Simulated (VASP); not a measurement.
Set up this calculation in VASP 6.6.1, as the native input.

```yaml
Task: single point
Functional: r2SCAN
Potentials_or_basis: VASP PAW PBE potentials, release 64 (Sn_d)
Cutoff: 520 eV
k_mesh: 13 × 13 × 13
Occupations: fermi-dirac, width 0.1 eV
Spin: no spin polarisation
Dipole_correction: no
Further_INCAR_settings: ALGO = Normal; EDIFF = 1e-07; NBANDS = 13
```

Sn:

```
CELL_PARAMETERS angstrom
-1.83454 1.83454 1.83454
1.83454 -1.83454 1.83454
1.83454 1.83454 -1.83454
ATOMIC_POSITIONS crystal
Sn 0.00000 0.00000 0.00000
```

This cell differs from its parent crystal: volume scaled by 0.92.

One way to write it, as run:

POSCAR

```
Sn
1.0
   -1.8345354252      1.8345354252      1.8345354252
    1.8345354252     -1.8345354252      1.8345354252
    1.8345354252      1.8345354252     -1.8345354252
Sn
1
Direct
    0.0000000000      0.0000000000      0.0000000000
```

INCAR.step1

```
SYSTEM = Sn
  PREC = Accurate
  ENCUT = 520
  ISMEAR = -1
  SIGMA = 0.1
  LREAL = .FALSE.
  LASPH = .TRUE.
  NELM = 100
  NBANDS = 13
  GGA = PE
  ALGO = Normal
  EDIFF = 1E-4
  LWAVE = .TRUE.
  LCHARG = .FALSE.
```

INCAR.step2

```
SYSTEM = Sn
  PREC = Accurate
  ENCUT = 520
  EDIFF = 1E-7
  ISMEAR = -1
  SIGMA = 0.1
  LREAL = .FALSE.
  LASPH = .TRUE.
  NELM = 100
  ALGO = Normal
  ISIF = 2
  LWAVE = .FALSE.
  LCHARG = .FALSE.
  METAGGA = R2SCAN
  LMIXTAU = .TRUE.
  NBANDS = 13
  ISTART = 1
```

KPOINTS

```
regular mesh
0
G
  13 13 13
  0 0 0
```

Potentials or basis: VASP PAW PBE potentials, release 64 (Sn_d).

Launch:

```console
$ cat potpaw_PBE.64/Sn_d/POTCAR > POTCAR
$ cp INCAR.step1 INCAR
$ mpirun -np 1 vasp_std > vasp.out
$ cp INCAR.step2 INCAR
$ mpirun -np 1 vasp_std > vasp.out
```

It gave:

```json
{
 "Pressure": "5.7 GPa",
 "Band gap on the k mesh": "zero (band 7 reaches 18.69 eV, above the bottom of band 8 at 6.43 eV)"
}
```

Caveat: the PAW data sets were made with another functional, which shifts forces and pressure a little; spin-orbit coupling is left out, which moves the levels of the heavy elements.

It took 47 s on 1 thread of AMD EPYC 9R45 (Zen 5), on a shared host, peak memory 0.12 GiB.
